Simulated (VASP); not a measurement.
# TiBH (P6/mmm) in VASP: notebook

TiBH is run at these levels: PBE; tasks: single point.

Program: VASP 6.6.1. These are calculated values, not measurements. Logs are shortened: lines on timing, memory, paths and dates and some standing lists are left out, and cuts for length are marked.

### 1 The cell of the first run

Symmetry: P6/mmm, No. 191, hexagonal system. Conventional cell: a = 3.053 Å, b = 3.053 Å, c = 5.815 Å, α = 90.00°, β = 90.00°, γ = 120.00°. Ti (site symmetry 6mm) has 6 H at 2.23 Å and 6 B at 2.34 Å and 8 Ti at 2.74 to 3.07 Å within 3.1 Å. B (site symmetry -6m2) has 3 B at 1.76 Å and 6 Ti at 2.34 Å within 2.4 Å. H (site symmetry -6m2) has 3 H at 1.76 Å and 6 Ti at 2.23 Å within 2.3 Å.

The cell was generated, and may not be a known phase.

### 2 Single point, PBE

File INCAR:

```
PREC = Accurate
ENCUT = 520
EDIFF = 1E-6
ISMEAR = 0
SIGMA = 0.1
LREAL = F
LASPH = T
NELM = 60
ALGO = Normal
ISIF = 2
LWAVE = F
LCHARG = F
GGA = PE
NBANDS = 25
```

File KPOINTS:

```
regular mesh
0
Gamma
  15 15 6
```

File POSCAR:

```
TiBH
1.0
    3.0532390416      0.0000000000      0.0000000000
   -1.5266195208      2.6441825739      0.0000000000
    0.0000000000      0.0000000000      5.8150311112
Ti B H
2 2 2
Direct
    0.0000000000      0.0000000000      0.7356401516
    0.0000000000      0.0000000000      0.2643598484
    0.3333333333      0.6666666667      0.0000000000
    0.6666666667      0.3333333333      0.0000000000
    0.3333333333      0.6666666667      0.5000000000
    0.6666666667      0.3333333333      0.5000000000
```

Potentials or basis: VASP PAW PBE potentials, release 64 (Ti_sv, B, H).

Started as:

```bash
$ cat potpaw_PBE.64/Ti_sv/POTCAR potpaw_PBE.64/B/POTCAR potpaw_PBE.64/H/POTCAR > POTCAR
$ mpirun -np 1 vasp_std > vasp.out
```

OUTCAR:

```text
PREC = Accurate
   ENCUT = 520
   EDIFF = 1E-6
   ISMEAR = 0
   LREAL = F
   LASPH = T
   NELM = 60
   ISIF = 2
   GGA = PE

 ion  position               nearest neighbor table
   1  0.000  0.000  0.736-   3 2.34   4 2.34   4 2.34   3 2.34   4 2.34   3 2.34   2 2.74
   2  0.000  0.000  0.264-   3 2.34   4 2.34   4 2.34   3 2.34   4 2.34   3 2.34   1 2.74
   3  0.333  0.667  0.000-   4 1.76   4 1.76   4 1.76   1 2.34   2 2.34   2 2.34   1 2.34   2 2.34
                             1 2.34
   4  0.667  0.333  0.000-   3 1.76   3 1.76   3 1.76   1 2.34   2 2.34   1 2.34   2 2.34   1 2.34
                             2 2.34
   5  0.333  0.667  0.500-
   6  0.667  0.333  0.500-

  LATTYP: Found a hexagonal cell.
 ALAT       =     3.0532390416
 C/A-ratio  =     1.9045449871

  Lattice vectors:

 A1 = (   3.0532390416,   0.0000000000,   0.0000000000)
 A2 = (  -1.5266195208,   2.6441825739,   0.0000000000)
 A3 = (   0.0000000000,   0.0000000000,   5.8150311112)

Analysis of symmetry for initial positions (statically):
=====================================================================
 Subroutine PRICEL returns:
 Original cell was already a primitive cell.

 Routine SETGRP: Setting up the symmetry group for a
 hexagonal supercell.

 Subroutine GETGRP returns: Found 24 space group operations
 (whereof 24 operations were pure point group operations)
 out of a pool of 24 trial point group operations.

The static configuration has the point symmetry D_6h.

Analysis of symmetry for dynamics (positions and initial velocities):
=====================================================================
 Subroutine PRICEL returns:
 Original cell was already a primitive cell.

 Routine SETGRP: Setting up the symmetry group for a
 hexagonal supercell.

 Subroutine GETGRP returns: Found 24 space group operations
 (whereof 24 operations were pure point group operations)
 out of a pool of 24 trial point group operations.

The dynamic configuration has the point symmetry D_6h.

 Subroutine INISYM returns: Found 24 space group operations
 (whereof 24 operations are pure point group operations),
 and found     1 'primitive' translations

----------------------------------------------------------------------------------------

                                     Primitive cell

  volume of cell :      46.9466

[... 91 lines left out ...]
   LNONCOLLINEAR =      F non collinear calculations
   LSORBIT =      F    spin-orbit coupling
   LASPH  =      T    aspherical Exc in radial PAW
   ENCUT  =  520.0 eV  38.22 Ry    6.18 a.u.   5.68  5.68 10.81*2*pi/ulx,y,z
   NELM   =     60;   NELMIN=  2; NELMDL= -5     # of ELM steps
   EDIFF  = 0.1E-05   stopping-criterion for ELM
   LREAL  =      F    real-space projection
   EDIFFG = 0.1E-04   stopping-criterion for IOM
   NSW    =      0    number of steps for IOM
   IBRION =     -1    ionic relax: 0-MD 1-quasi-New 2-CG
   NFREE  =      0    steps in history (QN), initial steepest desc. (CG)
   ISIF   =      2    stress and relaxation
   ISYM   =      2    0-nonsym 1-usesym 2-fastsym
   POTIM  = 0.5000    time-step for ionic-motion
   TEBEG  =    0.0;   TEEND  =   0.0 temperature during run
   PSTRESS=    0.0 pullay stress
   NELECT =      32.0000    total number of electrons
   NUPDOWN=      -1.0000    fix difference up-down
   EMIN   =  10.00;   EMAX   =-10.00  energy-range for DOS
   EFERMI =   0.00;   METHOD = LEGACY
   ISMEAR =     0;   SIGMA  =   0.10  broadening in eV -4-tet -1-fermi 0-gaus
   EFERMI_NEDOS =   21; number of points for ismear=-14 and -15
   IALGO  =     38    algorithm
   IMIX   =      4    mixing-type and parameters
     AMIX     =   0.40;   BMIX     =  1.00
     AMIX_MAG =   1.60;   BMIX_MAG =  1.00
  volume/ion in A,a.u.               =       7.82        52.80
  Fermi-wavevector in a.u.,A,eV,Ry     =   1.440755  2.722632 28.242623  2.075774
  Thomas-Fermi vector in A             =   2.559463
   LORBIT       =      0    0 simple, 1 ext, 2 COOP (PROOUT), +10 PAW based schemes
   GGA     = PE    functional components
   LHFCALC =     F    Hartree Fock is set to
   AEXX    =    0.0000 exact exchange contribution
   IVDW    =     0    specifies the selected vdW correction
   LEPSILON=     F    determine dielectric tensor
   LRPA    =     F    only Hartree local field effects (RPA)
 non-spin polarized calculation
 Gauss-broadening in eV      SIGMA  =   0.10
  energy-cutoff  :      520.00
  volume of cell :       46.95
 maximum number of plane-waves:      1282
 NGX is ok and might be reduce to    24
   NGX = 11   NGY = 11   NGZ = 21

 number of electron      31.9999990 magnetization

 Free energy of the ion-electron system (eV)
  ---------------------------------------------------
  ext. energy  EPLUGINS =         0.00000000
  ---------------------------------------------------
  free energy    TOTEN  =       -38.65795197 eV

  energy without entropy =      -38.64586357  energy(sigma->0) =      -38.65190777

 E-fermi :   9.4187     XC(G=0): -12.2803

 val. band max:        9.4155752980   @ k =   0.2000   0.1333   0.5000
 cond. band min:       9.4230056225   @ k =   0.0667   0.0667   0.1667
 fundamental gap:      0.0074303244
 Fermi energy:         9.4186855154

 k-point     1 :       0.0000    0.0000    0.0000
  band No.  band energies     occupation
      1     -47.6895      2.00000
      2     -47.6339      2.00000
      3     -24.2280      2.00000
      4     -23.8105      2.00000
      5     -23.8105      2.00000
      6     -23.7660      2.00000
[... 661 lines left out ...]
     24      14.1109      0.00000
     25      14.7712      0.00000

 [... further k-points ...]
[... 5 lines left out ...]
  --------------------------------------------------------------------------------------
  -------------------------------------------------------------------------------------
  Total        0.0099247      0.0099247      0.0177121      0.0000000      0.0000000      0.0000000
  in kB        0.3387079      0.3387079      0.6044721      0.0000000      0.0000000      0.0000000
  external PRESSURE =       0.4272960 kB  Pullay stress =       0.0000000 kB

 VOLUME and BASIS-vectors are now :
 -----------------------------------------------------------------------------
  energy-cutoff  :      520.00
  volume of cell :       46.95
      direct lattice vectors                 reciprocal lattice vectors
     3.053239042  0.000000000  0.000000000     0.327521031  0.189094356  0.000000000
    -1.526619521  2.644182574  0.000000000     0.000000000  0.378188711  0.000000000
     0.000000000  0.000000000  5.815031111     0.000000000  0.000000000  0.171968126

 POSITION                                       TOTAL-FORCE (eV/Angst)
 -----------------------------------------------------------------------------------
      0.00000      0.00000      4.27777         0.000000     -0.000000     -0.020329
      0.00000      0.00000      1.53726         0.000000      0.000000      0.020329
     -0.00000      1.76279      0.00000        -0.000000      0.000000     -0.000000
      1.52662      0.88139      0.00000        -0.000000     -0.000000      0.000000
     -0.00000      1.76279      2.90752        -0.000000      0.000000      0.000000
      1.52662      0.88139      2.90752        -0.000000      0.000000     -0.000000
 -----------------------------------------------------------------------------------
    total drift:                               -0.000000      0.000000      0.000000

  FREE ENERGIE OF THE ION-ELECTRON SYSTEM (eV)
  ---------------------------------------------------
  free  energy   TOTEN  =       -38.6579519734 eV

  energy  without entropy=      -38.6458635711  energy(sigma->0) =      -38.65190777
```

stdout:

```text
POSCAR found type information on POSCAR TiB H
 POSCAR found :  3 types and       6 ions
 scaLAPACK will be used
 LDA part: xc-table for (Slater+PW92), standard interpolation
 POSCAR, INCAR and KPOINTS ok, starting setup
 FFT: planning ... GRIDC
 FFT: planning ... GRID_SOFT
 FFT: planning ... GRID
 WAVECAR not read
 entering main loop
```

Wall time 46 s (1 thread of Intel Xeon 6975P-C (Granite Rapids), shared host); peak memory 0.25 GiB.

What came out:

```
Free energy            : -38.6580 eV
Pressure               : 0.0 GPa
Largest force          : 0.020 eV/Å
Band gap on the k mesh : zero (bands 16 and 17 overlap by 0.45 eV)
```

Forces in eV/Å, atoms in the order of the input:
```
Ti   0.000  0.000 -0.020
Ti   0.000  0.000  0.020
B    0.000  0.000  0.000
B    0.000  0.000  0.000
H    0.000  0.000  0.000
H    0.000  0.000  0.000
```

### 3 Single point, PBE

File INCAR:

```
SYSTEM = TiBH
PREC = Accurate ; ENCUT = 520
EDIFF = 1E-6 ; ISMEAR = 0
SIGMA = 0.1 ; LREAL = .False.
LASPH = .True. ; NELM = 80
ALGO = Normal ; ISIF = 2
LWAVE = .False. ; LCHARG = .False.
GGA = PE ; NBANDS = 25
```

File KPOINTS:

```
regular mesh
0
Gamma
  15 15 8
  0 0 0
```

File POSCAR:

```
TiBH
1.0
    3.0524499713      0.0000000000      0.0000000000
   -1.5262249856      2.6434992189      0.0000000000
    0.0000000000      0.0000000000      5.8184969651
Ti B H
2 2 2
Direct
    0.0000000000      0.0000000000      0.7356921553
    0.0000000000      0.0000000000      0.2643078447
    0.3333333333      0.6666666667      0.0000000000
    0.6666666667      0.3333333333      0.0000000000
    0.3333333333      0.6666666667      0.5000000000
    0.6666666667      0.3333333333      0.5000000000
```

Potentials or basis: VASP PAW PBE potentials, release 64 (Ti_sv, B, H).

Started as:

```bash
$ cat potpaw_PBE.64/Ti_sv/POTCAR potpaw_PBE.64/B/POTCAR potpaw_PBE.64/H/POTCAR > POTCAR
$ mpirun -np 1 vasp_std > vasp.out
```

Run time: 54 s. Hardware: 1 thread of Intel Xeon 6975P-C (Granite Rapids), shared host; peak memory 0.27 GiB.

It converged, with:

- Free energy: -38.6578 eV
- Pressure: 0.0 GPa
- Largest force: 0.022 eV/Å
- Band gap on the k mesh: zero (bands 16 and 17 overlap by 0.45 eV)

Forces on the atoms (eV/Å):
```
Ti   0.000  0.000 -0.022
Ti   0.000  0.000  0.022
B    0.000  0.000  0.000
B    0.000  0.000  0.000
H    0.000  0.000  0.000
H    0.000  0.000  0.000
```

Levels at points of the mesh, in eV from the Fermi level:
```tsv
k point	band 12	band 13	band 14	band 15	band 16	band 17	band 18	band 19	band 20	band 21
(0.00, 0.00, 0.00)	-2.48	-2.48	-1.89	-0.11	-0.11	0.41	0.41	1.65	2.23	2.23
(0.00, 0.00, 0.50)	-2.39	-2.39	-2.31	0.04	0.04	0.48	0.48	0.60	1.25	1.25
```
